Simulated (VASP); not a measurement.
# V (Im-3m) in VASP: single point with PBE

Aim: the single point of V with PBE.

Everything below comes from runs of VASP 6.6.1. Logs are shortened: lines on timing, memory, paths and dates and some standing lists are left out, and cuts for length are marked.

## Step 1: The cell of the first run

It takes space group Im-3m (No. 229, cubic). Conventional cell: a = 3.024 Å, b = 3.024 Å, c = 3.024 Å, α = 90.00°, β = 90.00°, γ = 90.00°. Within 3.5 Å of V (site symmetry m-3m) lie 14 V at 2.62 to 3.02 Å.

## Step 2: Single point, PBE, collinear spin, ferromagnetic start

File INCAR:

```
SYSTEM = V
ALGO     = Normal         ! electronic algorithm
EDIFF    = 1E-6           ! SCF threshold, eV
ENCUT    = 520            ! plane-wave cutoff, eV
GGA      = PE             ! functional
ISIF     = 2              ! what is computed and relaxed
ISMEAR   = -1             ! smearing method
ISPIN    = 2              ! spin polarisation
ISYM     = 0            
LASPH    = .TRUE.         ! aspherical terms in the spheres
LCHARG   = .TRUE.         ! write CHGCAR
LELF     = .TRUE.         ! ELF
LMAXMIX  = 4              ! l up to which the mixer works
LORBIT   = 11             ! projections on sites
LREAL    = .FALSE.        ! projectors in reciprocal space
LVHAR    = .TRUE.       
LWAVE    = .FALSE.        ! write WAVECAR
MAGMOM   = 2 2            ! initial moments
NBANDS   = 24             ! bands
NELM     = 150            ! most SCF steps
PREC     = Accurate       ! precision mode
SIGMA    = 0.05           ! smearing width, eV
```

File KPOINTS:

```
k-points
0
G
  11 12 6
  0 0 0
```

File POSCAR:

```
V
1.0
    0.0000000000     -3.0236000000      0.0000000000
   -1.5118000000      1.5118000000     -1.5118000000
    3.0236000000      0.0000000000     -3.0236000000
V
2
Direct
    0.0000000000      0.0000000000      0.0000000000
    0.5000000000      0.0000000000      0.5000000000
```

Potentials or basis: VASP PAW PBE potentials, release 64 (V_sv).

The run is started by

```bash
$ cat potpaw_PBE.64/V_sv/POTCAR > POTCAR
$ mpirun -np 1 vasp_std > vasp.out
```

OUTCAR:

```text
SYSTEM = V
   EDIFF = 1E-6
   ENCUT = 520
   GGA = PE
   ISIF = 2
   ISMEAR = -1
   ISPIN = 2
   ISYM = 0
   LASPH = .TRUE.
   LORBIT = 11
   LREAL = .FALSE.
   NELM = 150
   PREC = Accurate

 ion  position               nearest neighbor table
   1  0.000  0.000  0.000-   2 2.62   2 2.62   2 2.62   2 2.62
   2  0.500  0.000  0.500-   1 2.62   1 2.62   1 2.62   1 2.62

IMPORTANT INFORMATION: All symmetrisations will be switched off!
NOSYMM: (Re-)initialisation of all symmetry stuff for point group C_1.

----------------------------------------------------------------------------------------

                                     Primitive cell

  volume of cell :      27.6422

  direct lattice vectors                    reciprocal lattice vectors
     0.000000000 -3.023600000  0.000000000    -0.165365789 -0.330731578 -0.165365789
    -1.511800000  1.511800000 -1.511800000    -0.330731578  0.000000000 -0.330731578
     3.023600000  0.000000000 -3.023600000     0.165365789  0.000000000 -0.165365789

  length of vectors
     3.023600000  2.618514411  4.276016127     0.405061804  0.467725083  0.233862542

  position of ions in fractional coordinates (direct lattice)
     0.000000000  0.000000000  0.000000000
     0.500000000  0.000000000  0.500000000

  ion indices of the primitive-cell ions
   primitive index   ion index
                 1           1
                 2           2

----------------------------------------------------------------------------------------

 KPOINTS: k-points

Automatic generation of k-mesh.
 Grid dimensions read from file:
 generate k-points for:   11   12    6

 Generating k-lattice:

  Cartesian coordinates                     Fractional coordinates (reciprocal lattice)
    -0.015033254 -0.030066507 -0.015033254     0.090909091  0.000000000  0.000000000
    -0.027560965  0.000000000 -0.027560965     0.000000000  0.083333333  0.000000000
     0.027560965  0.000000000 -0.027560965     0.000000000  0.000000000  0.166666667

  Length of vectors
     0.036823800  0.038977090  0.038977090

  Shift w.r.t. Gamma in fractional coordinates (k-lattice)
     0.000000000  0.000000000  0.000000000

 -----------------------------------------------------------------------------
|                                                                             |
|           W    W    AA    RRRRR   N    N  II  N    N   GGGG   !!!           |
|           W    W   A  A   R    R  NN   N  II  NN   N  G    G  !!!           |
|           W    W  A    A  R    R  N N  N  II  N N  N  G       !!!           |
|           W WW W  AAAAAA  RRRRR   N  N N  II  N  N N  G  GGG   !            |
|           WW  WW  A    A  R   R   N   NN  II  N   NN  G    G                |
|           W    W  A    A  R    R  N    N  II  N    N   GGGG   !!!           |
|                                                                             |
|     Your reciprocal lattice and k-lattice belong to different lattice       |
|     classes:                                                                |
|                                                                             |
|        The reciprocal lattice is base centered orthorhombic,                |
|        whereas your k-lattice is simple monoclinic.                         |
|                                                                             |
|     Results are often still useful ...                                      |
|                                                                             |
 -----------------------------------------------------------------------------

 WARNING: IBZKPT: internal override: KBLOWUP is changed to .FALSE.
      ... skipping the blow-up phase ...

 Subroutine IBZKPT returns following result:
 ===========================================

 Found    398 irreducible k-points:

 Following reciprocal coordinates:
            Coordinates               Weight
  0.000000  0.000000  0.000000      1.000000
  0.090909  0.000000  0.000000      2.000000
  0.181818  0.000000  0.000000      2.000000
  0.272727  0.000000  0.000000      2.000000
  0.363636  0.000000  0.000000      2.000000
  0.454545  0.000000  0.000000      2.000000
[... 16 lines left out ...]
  0.454545  0.166667  0.000000      2.000000
 -0.454545  0.166667  0.000000      2.000000
 [... further k-points ...]
   k-points           NKPTS =    398   k-points in BZ     NKDIM =    398   number of bands    NBANDS=     24
   number of dos      NEDOS =    301   number of ions     NIONS =      2
   total plane-waves  NPLWV =  15360
   dimension x,y,z NGX =    24 NGY =   20 NGZ =   32
   dimension x,y,z NGXF=    48 NGYF=   40 NGZF=   64
   ions per type =               2
   NGX,Y,Z   is equivalent  to a cutoff of  13.20, 12.70, 12.44 a.u.
   NGXF,Y,Z  is equivalent  to a cutoff of  26.39, 25.40, 24.88 a.u.
 SYSTEM =  V
   PREC   = accura    normal or accurate (medium, high low for compatibility)
   ISTART =      0    job   : 0-new  1-cont  2-samecut
   ICHARG =      2    charge: 1-file 2-atom 10-const
   ISPIN  =      2    spin polarized calculation?
   LNONCOLLINEAR =      F non collinear calculations
   LSORBIT =      F    spin-orbit coupling
   LASPH  =      T    aspherical Exc in radial PAW
   ENCUT  =  520.0 eV  38.22 Ry    6.18 a.u.   5.62  4.87  7.95*2*pi/ulx,y,z
   NELM   =    150;   NELMIN=  2; NELMDL= -5     # of ELM steps
   EDIFF  = 0.1E-05   stopping-criterion for ELM
   LREAL  =      F    real-space projection
   EDIFFG = 0.1E-04   stopping-criterion for IOM
   NSW    =      0    number of steps for IOM
   IBRION =     -1    ionic relax: 0-MD 1-quasi-New 2-CG
   NFREE  =      0    steps in history (QN), initial steepest desc. (CG)
   ISIF   =      2    stress and relaxation
   ISYM   =      0    0-nonsym 1-usesym 2-fastsym
   POTIM  = 0.5000    time-step for ionic-motion
   TEBEG  =    0.0;   TEEND  =   0.0 temperature during run
   PSTRESS=    0.0 pullay stress
   NELECT =      26.0000    total number of electrons
   NUPDOWN=      -1.0000    fix difference up-down
   EMIN   =  10.00;   EMAX   =-10.00  energy-range for DOS
   EFERMI =   0.00;   METHOD = LEGACY
   ISMEAR =    -1;   SIGMA  =   0.05  broadening in eV -4-tet -1-fermi 0-gaus
   EFERMI_NEDOS =   21; number of points for ismear=-14 and -15
   IALGO  =     38    algorithm
   IMIX   =      4    mixing-type and parameters
     AMIX     =   0.40;   BMIX     =  1.00
     AMIX_MAG =   1.60;   BMIX_MAG =  1.00
  volume/ion in A,a.u.               =      13.82        93.27
  Fermi-wavevector in a.u.,A,eV,Ry     =   1.604014  3.031148 35.005918  2.572862
  Thomas-Fermi vector in A             =   2.700586
   LORBIT       =     11    0 simple, 1 ext, 2 COOP (PROOUT), +10 PAW based schemes
   GGA     = PE    functional components
   LHFCALC =     F    Hartree Fock is set to
   AEXX    =    0.0000 exact exchange contribution
   IVDW    =     0    specifies the selected vdW correction
   LEPSILON=     F    determine dielectric tensor
   LRPA    =     F    only Hartree local field effects (RPA)
 spin polarized calculation
  energy-cutoff  :      520.00
  volume of cell :       27.64
 maximum number of plane-waves:       760
   NGX = 11   NGY =  9   NGZ = 15

 number of electron      25.9999993 magnetization       0.0010375

 Free energy of the ion-electron system (eV)
  ---------------------------------------------------
  ext. energy  EPLUGINS =         0.00000000
  ---------------------------------------------------
  free energy    TOTEN  =       -17.98927011 eV

  energy without entropy =      -17.95817345  energy(sigma->0) =      -17.97372178

 E-fermi :   9.3833     XC(G=0): -12.7655

 val. band max:        9.3818967403   @ k =   0.0909   0.0833   0.5000
 cond. band min:       9.3843384112   @ k =   0.0000   0.0000   0.3333
 fundamental gap:      0.0024416709
 Fermi energy:         9.3832815557

 spin component 1

 k-point     1 :       0.0000    0.0000    0.0000
  band No.  band energies     occupation
      1     -54.3602      1.00000
      2     -54.1818      1.00000
      3     -28.5282      1.00000
      4     -27.9613      1.00000
      5     -27.7073      1.00000
      6     -27.7029      1.00000
[... 16 lines left out ...]
     23      28.7203      0.00000
     24      29.6733      0.00000

 k-point     2 :       0.0909    0.0000    0.0000
  band No.  band energies     occupation
      1     -54.3496      1.00000
      2     -54.1783      1.00000
      3     -28.5059      1.00000
      4     -27.9813      1.00000
      5     -27.7522      1.00000
      6     -27.7326      1.00000
[... 586 lines left out ...]
 k-point    24 :      -0.4545    0.1667    0.0000
  band No.  band energies     occupation
      1     -54.2164      1.00000
      2     -54.1685      1.00000
      3     -28.1904      1.00000
      4     -28.1632      1.00000
      5     -28.1517      1.00000
      6     -27.9707      1.00000
[... 16 lines left out ...]
     23      22.3053      0.00000
     24      25.6550      0.00000

 [... further k-points ...]

 spin component 2

 k-point     1 :       0.0000    0.0000    0.0000
  band No.  band energies     occupation
      1     -54.3598      1.00000
      2     -54.1814      1.00000
      3     -28.5279      1.00000
      4     -27.9609      1.00000
      5     -27.7069      1.00000
      6     -27.7025      1.00000
[... 16 lines left out ...]
     23      28.7208      0.00000
     24      29.6738      0.00000

 k-point     2 :       0.0909    0.0000    0.0000
  band No.  band energies     occupation
      1     -54.3492      1.00000
      2     -54.1779      1.00000
      3     -28.5056      1.00000
      4     -27.9809      1.00000
      5     -27.7519      1.00000
      6     -27.7322      1.00000
[... 586 lines left out ...]
 k-point    24 :      -0.4545    0.1667    0.0000
  band No.  band energies     occupation
      1     -54.2160      1.00000
      2     -54.1681      1.00000
      3     -28.1900      1.00000
      4     -28.1629      1.00000
      5     -28.1513      1.00000
      6     -27.9703      1.00000
[... 16 lines left out ...]
     23      22.3057      0.00000
     24      25.6553      0.00000

 [... further k-points ...]

------------------------ aborting loop because EDIFF is reached ----------------------------------------

  FORCE on cell =-STRESS in cart. coord.  units (eV):
  Direction    XX          YY          ZZ          XY          YZ          ZX
  --------------------------------------------------------------------------------------
  -------------------------------------------------------------------------------------
  Total       -0.7804273     -0.7235238     -0.7804276     -0.0074211     -0.0074212     -0.0423451
  in kB      -45.2345225    -41.9363301    -45.2345424     -0.4301358     -0.4301446     -2.4543761
  external PRESSURE =     -44.1351317 kB  Pullay stress =       0.0000000 kB

 VOLUME and BASIS-vectors are now :
 -----------------------------------------------------------------------------
  energy-cutoff  :      520.00
  volume of cell :       27.64
      direct lattice vectors                 reciprocal lattice vectors
     0.000000000 -3.023600000  0.000000000    -0.165365789 -0.330731578 -0.165365789
    -1.511800000  1.511800000 -1.511800000    -0.330731578  0.000000000 -0.330731578
     3.023600000  0.000000000 -3.023600000     0.165365789  0.000000000 -0.165365789

 POSITION                                       TOTAL-FORCE (eV/Angst)
 -----------------------------------------------------------------------------------
      0.00000      0.00000      0.00000         0.000000      0.000000     -0.000000
      1.51180     -1.51180     -1.51180        -0.000000     -0.000000      0.000000
 -----------------------------------------------------------------------------------
    total drift:                                0.000000     -0.000000      0.000000

  FREE ENERGIE OF THE ION-ELECTRON SYSTEM (eV)
  ---------------------------------------------------
  free  energy   TOTEN  =       -17.9892701058 eV

  energy  without entropy=      -17.9581734486  energy(sigma->0) =      -17.97372178

 total charge

# of ion       s       p       d       tot
------------------------------------------
    1        2.334   6.213   3.061  11.608
    2        2.334   6.213   3.061  11.608
--------------------------------------------------
tot          4.668  12.426   6.122  23.216

 magnetization (x)

# of ion       s       p       d       tot
------------------------------------------
    1        0.000   0.000   0.000   0.000
    2        0.000   0.000   0.000   0.000
--------------------------------------------------
tot          0.000   0.000   0.001   0.001
```

Wall time 9.2 min (1 thread of Intel Xeon 8259CL, shared host); peak memory 0.43 GiB.

Results:

- Free energy: -17.9893 eV
- Pressure: -4.4 GPa
- Band gap on the k mesh: zero (filled and empty bands overlap)
- Net moment: 0.00 μB per cell
- Valence electrons inside the program's atomic spheres: V 11.61

Stress tensor (GPa, compression positive):
```
-4.52 -0.04 -0.25
-0.04 -4.19 -0.04
-0.25 -0.04 -4.52
```

Caveat: the cell stands under tension; the moments typed at the start vanished in this run.
